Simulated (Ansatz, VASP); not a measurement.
**AlNi: VASP beside Ansatz**

The input INCAR:

```
SYSTEM = AlNi
  PREC = Accurate
  ENCUT = 520
  EDIFF = 1E-7
  ISMEAR = 0
  SIGMA = 0.027000000000000003
  LREAL = .FALSE.
  LASPH = .TRUE.
  NELM = 150
  ALGO = Normal
  ISIF = 2
  LWAVE = .FALSE.
  LCHARG = .TRUE.
  ISPIN = 2
  MAGMOM = 1 0
  LORBIT = 11
  LMAXMIX = 4
  GGA = PE
  LELF = .TRUE.
  LVHAR = .TRUE.
  NBANDS = 18
```

File KPOINTS:

```
regular mesh
0
G
  9 9 9
  0 0 0
```

The input POSCAR:

```
AlNi
1.0
    2.8810000000      0.0000000000      0.0000000000
    0.0000000000      2.8810000000      0.0000000000
    0.0000000000      0.0000000000      2.8810000000
Ni Al
1 1
Direct
    0.5000000000      0.5000000000      0.5000000000
    0.0000000000      0.0000000000      0.0000000000
```

File input.yaml:

```yaml
crystal:
  lattice:
    - [2.881, 0.0, 0.0]
    - [0.0, 2.881, 0.0]
    - [0.0, 0.0, 2.881]
  atoms:
    - { symbol: Ni, position: [0.5, 0.5, 0.5], spin: 1.0 }
    - { symbol: Al, position: [0.0, 0.0, 0.0] }
kpoints:
  mp_grid: { grid: [9, 9, 9] }
scf:
  occupations: { method: gaussian, width: 0.027 }
hamiltonian:
  xc: pbe
  pseudopotentials: { kind: all_electron, lapw: { basis_error: 0.001 } }
magnetization:
  spin_polarized: true
output:
  forces: true
  stress: true
  eigenvalues: true
```

Alike in both runs: task single point; functional PBE; k mesh 9 × 9 × 9; occupations gaussian, width 0.027 eV; collinear spin.

|  | VASP | Ansatz |
| --- | --- | --- |
| version | VASP 6.6.1 | Ansatz 0.2.0 |
| potentials or method | VASP PAW PBE potentials, release 64 (Ni, Al), cutoff 520 eV | all-electron LAPW, scalar-relativistic |

|  | VASP | Ansatz | Ansatz less VASP |
| --- | --- | --- | --- |
| gap on the k mesh at the Fermi level (eV) | none | none | - |
| pressure (GPa) | 1.9 | 1.9 | -0.04 |
| net moment per atom (μB) | 0.00 | 0.00 | 0.000 |

A gap of «none» marks a metal or a gap that the smearing closes. Ansatz ran all-electron here, and VASP with PAW potentials.
